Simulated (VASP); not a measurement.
Here is a VASP 6.6.1 calculation.

INCAR

```
PREC = Accurate ; ENCUT = 600
EDIFF = 1E-7 ; ISMEAR = 0
SIGMA = 0.02 ; LREAL = False
LASPH = True ; NELM = 60
ALGO = Normal ; ISIF = 3
LWAVE = False ; LCHARG = False
GGA = PE ; IBRION = 2
NSW = 100 ; EDIFFG = -0.01
```

File KPOINTS:

```
Automatic mesh
0
Gamma
  6 6 6
```

Contents of POSCAR:

```
H
1.0
    4.7294150686      0.0000000000      0.0000000000
   -0.0791751972      4.9144782062      0.0000000000
   -2.3053169529     -2.4731177066      5.0193075879
H
8
Direct
    0.8278782277      0.7905280197      0.5490147148
    0.9733399678      0.5128736415      0.0529958915
    0.0266600322      0.4871263585      0.9470041085
    0.1721217723      0.2094719803      0.4509852852
    0.6685468397      0.7061228310      0.4408959085
    0.5249687491      0.9967838262      0.9465259530
    0.4750312509      0.0032161738      0.0534740470
    0.3314531603      0.2938771690      0.5591040915
```

Potentials or basis: VASP PAW PBE potentials, release 64 (H).

Command:

```sh
$ cat potpaw_PBE.64/H/POTCAR > POTCAR
$ mpirun -np 1 vasp_std > vasp.out
```

Estimate the band gap on the k mesh.

9.29 eV.

Step by step:
```
step  energy change (eV)  largest force (eV/Å)  pressure (GPa)  volume (Å³)
   1              0.0000                0.3055           -0.01       116.66
   2              0.0114                0.7114            0.05       116.65
   3             -0.0026                0.0095            0.00       116.66
```

A k mesh can miss the band edges. Expect the measured gap to be larger: semilocal functionals such as PBE lack the derivative discontinuity.
